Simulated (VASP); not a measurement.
# NiO (Fm-3m) in VASP: notebook, part 2 of 2

VASP 6.6.1.

### 3 Single point, r2SCAN, collinear spin, ferromagnetic start

This run uses another cell than the first one, of 8.89 Å³/atom.

POSCAR reads:

```
NiO
1.0
    0.0000000000      2.0719018797      2.0719018797
    2.0719018797      0.0000000000      2.0719018797
    2.0719018797      2.0719018797      0.0000000000
Ni O
1 1
Direct
    0.0000000000      0.0000000000      0.0000000000
    0.5000000000      0.5000000000      0.5000000000
```

INCAR.step1 reads:

```
PREC     = Accurate       # precision mode
ENCUT    = 520            # plane-wave cutoff, eV
ISMEAR   = -1             # smearing method
SIGMA    = 0.05           # smearing width, eV
LREAL    = False          # projectors in reciprocal space
LASPH    = True           # aspherical terms in the spheres
NELM     = 150            # most SCF steps
ISPIN    = 2              # spin polarisation
MAGMOM   = 1 0            # initial moments
LMAXMIX  = 4              # l up to which the mixer works
NBANDS   = 19             # bands
GGA      = PE             # functional
ALGO     = Normal         # electronic algorithm
EDIFF    = 1E-4           # SCF threshold, eV
LWAVE    = True           # write WAVECAR
LCHARG   = False          # write CHGCAR
```

INCAR.step2 reads:

```
PREC     = Accurate       # precision mode
ENCUT    = 520            # plane-wave cutoff, eV
EDIFF    = 1E-6           # SCF threshold, eV
ISMEAR   = -1             # smearing method
SIGMA    = 0.05           # smearing width, eV
LREAL    = False          # projectors in reciprocal space
LASPH    = True           # aspherical terms in the spheres
NELM     = 150            # most SCF steps
ALGO     = Normal         # electronic algorithm
ISIF     = 2              # what is computed and relaxed
LWAVE    = False          # write WAVECAR
LCHARG   = False          # write CHGCAR
ISPIN    = 2              # spin polarisation
MAGMOM   = 1 0            # initial moments
LORBIT   = 11             # projections on sites
LMAXMIX  = 4              # l up to which the mixer works
METAGGA  = R2SCAN         # meta-GGA
LMIXTAU  = True         
NBANDS   = 19             # bands
ISTART   = 1
```

KPOINTS reads:

```
regular mesh
0
Gamma
  11 11 11
```

Potentials or basis: VASP PAW PBE potentials, release 64 (Ni, O).

Command:

```console
cat potpaw_PBE.64/Ni/POTCAR potpaw_PBE.64/O/POTCAR > POTCAR
cp INCAR.step1 INCAR
mpirun -np 1 vasp_std > vasp.out
cp INCAR.step2 INCAR
mpirun -np 1 vasp_std > vasp.out
```

Run time: 2.5 min. Hardware: 1 thread of Intel Xeon 8259CL, shared host; peak memory 0.18 GiB.

It converged, with:

```yaml
Free_energy: -20.0966 eV
Pressure: 7.6 GPa
Band_gap_on_the_k_mesh: 0.67 eV (least direct gap 1.67 eV)
Net_moment: 2.00 μB per cell
Site_moments: Ni +1.69; O +0.28 μB
Valence_electrons_inside_the_program's_atomic_spheres: Ni 8.97; O 5.07
```

Levels at points of the mesh, in eV from the valence-band top:
Spin up:
```tsv
k point	band 7	band 8	band 9	band 10	band 11	band 12
(0.00, 0.00, 0.00)	-2.91	-2.91	-2.91	2.32	18.90	19.85
```
Spin down:
| k point | band 4 | band 5 | band 6 | band 7 | band 8 | band 9 | band 10 | band 11 |
| --- | --- | --- | --- | --- | --- | --- | --- | --- |
| (0.00, 0.00, 0.00) | -2.28 | -2.22 | -2.22 | -2.22 | 0.67 | 0.67 | 2.89 | 18.99 |

Caveat: the cell stands under pressure; semilocal functionals underestimate gaps, and a narrow one can read as zero; the PAW data sets were made with another functional, which shifts forces and pressure a little; an odd mesh through Γ misses points on the zone boundary, where band edges can lie; a cell with one magnetic atom can't hold antiferromagnetic order, which such compounds often take.

### 4 Single point, r2SCAN, collinear spin, ferromagnetic start

This run uses another cell than the first one, of 9.08 Å³/atom.

POSCAR reads:

```
NiO
1.0
    0.0000000000      2.0859016414      2.0859016414
    2.0859016414      0.0000000000      2.0859016414
    2.0859016414      2.0859016414      0.0000000000
Ni O
1 1
Direct
    0.0000000000      0.0000000000      0.0000000000
    0.5000000000      0.5000000000      0.5000000000
```

INCAR.step1 reads:

```
SYSTEM = NiO
  ALGO = Normal
  EDIFF = 1E-4
  ENCUT = 520
  GGA = PE
  ISMEAR = -1
  ISPIN = 2
  LASPH = .True.
  LCHARG = .False.
  LMAXMIX = 4
  LREAL = .False.
  LWAVE = .True.
  MAGMOM = 1 0
  NBANDS = 19
  NELM = 150
  PREC = Accurate
  SIGMA = 0.05
```

INCAR.step2 reads:

```
SYSTEM = NiO
  ALGO = Normal
  EDIFF = 1E-6
  ENCUT = 520
  ISIF = 2
  ISMEAR = -1
  ISPIN = 2
  ISTART = 1
  LASPH = .True.
  LCHARG = .True.
  LELF = .True.
  LMAXMIX = 4
  LMIXTAU = .True.
  LORBIT = 11
  LREAL = .False.
  LVHAR = .True.
  LWAVE = .False.
  MAGMOM = 1 0
  METAGGA = R2SCAN
  NBANDS = 19
  NELM = 150
  PREC = Accurate
  SIGMA = 0.05
```

KPOINTS reads:

```
k-points
0
Gamma
  11 11 11
  0 0 0
```

Command:

```console
cat potpaw_PBE.64/Ni/POTCAR potpaw_PBE.64/O/POTCAR > POTCAR
cp INCAR.step1 INCAR
mpirun -np 1 vasp_std > vasp.out
cp INCAR.step2 INCAR
mpirun -np 1 vasp_std > vasp.out
```

It took 3.3 min on 1 thread of Intel Xeon 8259CL, shared host; peak memory 0.18 GiB.

It converged, with:

```yaml
Free_energy: -20.1087 eV
Pressure: 2.8 GPa
Band_gap_on_the_k_mesh: 0.74 eV (least direct gap 1.70 eV)
Net_moment: 2.00 μB per cell
Site_moments: Ni +1.69; O +0.28 μB
Valence_electrons_inside_the_program's_atomic_spheres: Ni 8.94; O 5.05
```

Levels at points of the mesh, in eV from the valence-band top:
Spin up:
| k point | band 5 | band 6 | band 7 | band 8 | band 9 | band 10 | band 11 | band 12 | band 13 | band 14 |
| --- | --- | --- | --- | --- | --- | --- | --- | --- | --- | --- |
| (0.00, 0.00, 0.00) | -3.08 | -3.08 | -2.79 | -2.79 | -2.79 | 2.24 | 18.86 | 19.73 | 19.73 | 19.73 |
Spin down:
```csv
k point,band 4,band 5,band 6,band 7,band 8,band 9,band 10,band 11
"(0.00, 0.00, 0.00)",-2.20,-2.10,-2.10,-2.10,0.74,0.74,2.80,18.95
```

Caveat: semilocal functionals underestimate gaps, and a narrow one can read as zero; the PAW data sets were made with another functional, which shifts forces and pressure a little; an odd mesh through Γ misses points on the zone boundary, where band edges can lie; a cell with one magnetic atom can't hold antiferromagnetic order, which such compounds often take.

### 5 Single point, r2SCAN, collinear spin, ferromagnetic start

This run uses another cell than the first one, of 9.26 Å³/atom.

POSCAR reads:

```
NiO
1.0
    0.0000000000      2.0997159621      2.0997159621
    2.0997159621      0.0000000000      2.0997159621
    2.0997159621      2.0997159621      0.0000000000
Ni O
1 1
Direct
    0.0000000000      0.0000000000      0.0000000000
    0.5000000000      0.5000000000      0.5000000000
```

INCAR.step1 reads:

```
ALGO = Normal
EDIFF = 1E-4
ENCUT = 520
GGA = PE
ISMEAR = -1
ISPIN = 2
LASPH = True
LCHARG = False
LMAXMIX = 4
LREAL = False
LWAVE = True
MAGMOM = 1 0
NBANDS = 19
NELM = 150
PREC = Accurate
SIGMA = 0.05
```

INCAR.step2 reads:

```
ALGO = Normal
EDIFF = 1E-6
ENCUT = 520
ISIF = 2
ISMEAR = -1
ISPIN = 2
ISTART = 1
LASPH = True
LCHARG = False
LMAXMIX = 4
LMIXTAU = True
LORBIT = 11
LREAL = False
LWAVE = False
MAGMOM = 1 0
METAGGA = R2SCAN
NBANDS = 19
NELM = 150
PREC = Accurate
SIGMA = 0.05
```

KPOINTS reads:

```
k-points
0
Gamma
  11 11 11
```

Command:

```console
cat potpaw_PBE.64/Ni/POTCAR potpaw_PBE.64/O/POTCAR > POTCAR
cp INCAR.step1 INCAR
mpirun -np 1 vasp_std > vasp.out
cp INCAR.step2 INCAR
mpirun -np 1 vasp_std > vasp.out
```

Run time: 3 min. Hardware: 1 thread of Intel Xeon 8259CL, shared host; peak memory 0.18 GiB.

Results (log left out):

| Quantity | Value |
| --- | --- |
| Free energy | -20.1104 eV |
| Pressure | -1.6 GPa |
| Band gap on the k mesh | 0.80 eV (least direct gap 1.72 eV) |
| Net moment | 2.00 μB per cell |
| Site moments | Ni +1.69; O +0.28 μB |
| Valence electrons inside the program's atomic spheres | Ni 8.90; O 5.04 |

Levels at points of the mesh, in eV from the valence-band top:
Spin up:
```
           k point  band 7  band 8  band 9  band 10  band 11  band 12
(0.00, 0.00, 0.00)   -2.67   -2.67   -2.67     2.16    18.82    19.61
```
Spin down:
| k point | band 5 | band 6 | band 7 | band 8 | band 9 | band 10 |
| --- | --- | --- | --- | --- | --- | --- |
| (0.00, 0.00, 0.00) | -1.99 | -1.99 | -1.99 | 0.80 | 0.80 | 2.71 |

Caveat: the PAW data sets were made with another functional, which shifts forces and pressure a little; an odd mesh through Γ misses points on the zone boundary, where band edges can lie; a cell with one magnetic atom can't hold antiferromagnetic order, which such compounds often take. r2SCAN opens gaps a little over a GGA but as a rule still falls short of measured ones.

### 6 Single point, r2SCAN, collinear spin, ferromagnetic start

This run uses another cell than the first one, of 9.44 Å³/atom.

POSCAR reads:

```
NiO
1.0
    0.0000000000      2.1133508634      2.1133508634
    2.1133508634      0.0000000000      2.1133508634
    2.1133508634      2.1133508634      0.0000000000
Ni O
1 1
Direct
    0.0000000000      0.0000000000      0.0000000000
    0.5000000000      0.5000000000      0.5000000000
```

INCAR.step1 reads:

```
PREC = Accurate ; ENCUT = 520
ISMEAR = -1 ; SIGMA = 0.05
LREAL = F ; LASPH = T
NELM = 150 ; ISPIN = 2
MAGMOM = 1 0 ; LMAXMIX = 4
NBANDS = 19 ; GGA = PE
ALGO = Normal ; EDIFF = 1E-4
LWAVE = T ; LCHARG = F
```

INCAR.step2 reads:

```
PREC = Accurate ; ENCUT = 520
EDIFF = 1E-6 ; ISMEAR = -1
SIGMA = 0.05 ; LREAL = F
LASPH = T ; NELM = 150
ALGO = Normal ; ISIF = 2
LWAVE = F ; LCHARG = F
ISPIN = 2 ; MAGMOM = 1 0
LORBIT = 11 ; LMAXMIX = 4
METAGGA = R2SCAN ; LMIXTAU = T
NBANDS = 19 ; ISTART = 1
```

KPOINTS reads:

```
regular mesh
0
Gamma
  11 11 11
```

Potentials or basis: VASP PAW PBE potentials, release 64 (Ni, O).

Command:

```console
cat potpaw_PBE.64/Ni/POTCAR potpaw_PBE.64/O/POTCAR > POTCAR
cp INCAR.step1 INCAR
mpirun -np 1 vasp_std > vasp.out
cp INCAR.step2 INCAR
mpirun -np 1 vasp_std > vasp.out
```

Run time: 3 min. Hardware: 1 thread of Intel Xeon 8259CL, shared host; peak memory 0.18 GiB.

The run converged. Its results:

```yaml
Free_energy: -20.1028 eV
Pressure: -5.4 GPa
Band_gap_on_the_k_mesh: 0.86 eV (least direct gap 1.74 eV)
Net_moment: 2.00 μB per cell
Site_moments: Ni +1.70; O +0.27 μB
Valence_electrons_inside_the_program's_atomic_spheres: Ni 8.87; O 5.03
```

Levels at points of the mesh, in eV from the valence-band top:
Spin up:
```csv
k point,band 6,band 7,band 8,band 9,band 10,band 11,band 12,band 13
"(0.00, 0.00, 0.00)",-2.94,-2.55,-2.55,-2.55,2.08,18.77,19.50,19.50
```
Spin down:
| k point | band 5 | band 6 | band 7 | band 8 | band 9 | band 10 |
| --- | --- | --- | --- | --- | --- | --- |
| (0.00, 0.00, 0.00) | -1.88 | -1.88 | -1.88 | 0.86 | 0.86 | 2.63 |

Caveat: the cell stands under tension; the PAW data sets were made with another functional, which shifts forces and pressure a little; an odd mesh through Γ misses points on the zone boundary, where band edges can lie; a cell with one magnetic atom can't hold antiferromagnetic order, which such compounds often take.

### 7 The runs side by side

| cell | gap on the mesh (eV) | pressure (GPa) | moment (μB) |
| --- | --- | --- | --- |
| a = 2.910 Å, angles 60.0°, 2 atoms | 0.59 | 12.9 | 2.00 |
| a = 2.930 Å, angles 60.0°, 2 atoms | 0.67 | 7.6 | 2.00 |
| a = 2.950 Å, angles 60.0°, 2 atoms | 0.74 | 2.8 | 2.00 |
| a = 2.969 Å, angles 60.0°, 2 atoms | 0.80 | -1.6 | 2.00 |
| a = 2.989 Å, angles 60.0°, 2 atoms | 0.86 | -5.4 | 2.00 |

Alike in all rows: task single point; level r2SCAN; potentials or basis VASP PAW PBE potentials, release 64 (Ni, O); spin collinear, ferromagnetic start; k mesh 11 × 11 × 11; cutoff (eV) 520; smearing fermi-dirac 0.05 eV.

Caveats: the PAW data sets were made with another functional, which shifts forces and pressure a little; an odd mesh through Γ misses points on the zone boundary, where band edges can lie; a cell with one magnetic atom can't hold antiferromagnetic order, which such compounds often take; semilocal functionals underestimate gaps, and a narrow one can read as zero (at least some runs); the cell stands under pressure (at least some runs); the cell stands under tension (at least some runs).

Total energies depend on the potentials used, so only differences within one code and one set of settings carry meaning.
